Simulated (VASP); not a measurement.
**GaP: single point with PBE**

Crystal: GaP.

```
CELL_PARAMETERS angstrom
0.00000 8.25768 -8.25768
8.25768 8.25768 0.00000
8.25768 0.00000 -8.25768
ATOMIC_POSITIONS crystal
Ga 0.66667 0.33333 0.33333
Ga 0.66667 0.66667 0.33333
Ga 0.66667 0.00000 0.33333
Ga 0.33333 0.33333 0.33333
Ga 0.33333 0.66667 0.33333
Ga 0.33333 0.00000 0.33333
Ga 0.00000 0.33333 0.33333
Ga 0.00000 0.66667 0.33333
Ga 0.00000 0.00000 0.33333
Ga 0.66667 0.33333 0.00000
Ga 0.66667 0.66667 0.00000
Ga 0.66667 0.00000 0.00000
Ga 0.33333 0.33333 0.00000
Ga 0.33333 0.66667 0.00000
Ga 0.33333 0.00000 0.00000
Ga 0.00000 0.33333 0.00000
Ga 0.00000 0.66667 0.00000
Ga 0.00000 0.00000 0.00000
Ga 0.66667 0.33333 0.66667
Ga 0.66667 0.66667 0.66667
Ga 0.66667 0.00000 0.66667
Ga 0.33333 0.33333 0.66667
Ga 0.33333 0.66667 0.66667
Ga 0.33333 0.00000 0.66667
Ga 0.00000 0.33333 0.66667
Ga 0.00000 0.66667 0.66667
Ga 0.00000 0.00000 0.66667
P 0.58333 0.25000 0.58333
P 0.58333 0.58333 0.58333
P 0.58333 0.91667 0.58333
P 0.25000 0.25000 0.58333
P 0.25000 0.58333 0.58333
P 0.25000 0.91667 0.58333
P 0.91667 0.25000 0.58333
P 0.91667 0.58333 0.58333
P 0.91667 0.91667 0.58333
P 0.58333 0.25000 0.25000
P 0.58333 0.58333 0.25000
P 0.58333 0.91667 0.25000
P 0.25000 0.25000 0.25000
P 0.25000 0.58333 0.25000
P 0.25000 0.91667 0.25000
P 0.91667 0.25000 0.25000
P 0.91667 0.58333 0.25000
P 0.91667 0.91667 0.25000
P 0.58333 0.25000 0.91667
P 0.58333 0.58333 0.91667
P 0.58333 0.91667 0.91667
P 0.25000 0.25000 0.91667
P 0.25000 0.58333 0.91667
P 0.25000 0.91667 0.91667
P 0.91667 0.25000 0.91667
P 0.91667 0.58333 0.91667
P 0.91667 0.91667 0.91667
```

```yaml
Program: VASP 6.6.1
Task: single point
Functional: PBE
Potentials_or_basis: VASP PAW PBE potentials, release 64 (Ga_d, P)
Cutoff: 520 eV
k_mesh: 1 × 1 × 1
Occupations: gaussian, width 0.01 eV
Spin: no spin polarisation
Dipole_correction: no
Further_INCAR_settings: LREAL = Auto; ALGO = Normal; EDIFF = 1e-06; NBANDS = 276
```

```yaml
Pressure: 1.4 GPa
Band_gap_on_the_k_mesh: 1.55 eV
```

Levels at points of the mesh, in eV from the valence-band top:
```tsv
k point	band 241	band 242	band 243	band 244	band 245	band 246
(0.00, 0.00, 0.00)	0.00	0.00	0.00	1.55	1.74	1.74
```

It took 22 min on 1 thread of Oxide Virtual Turin-like Processor, with other jobs on the host, peak memory 1.3 GiB.

Caveat: the k points lie up to 0.66 Å⁻¹ apart. A k mesh can miss the band edges.
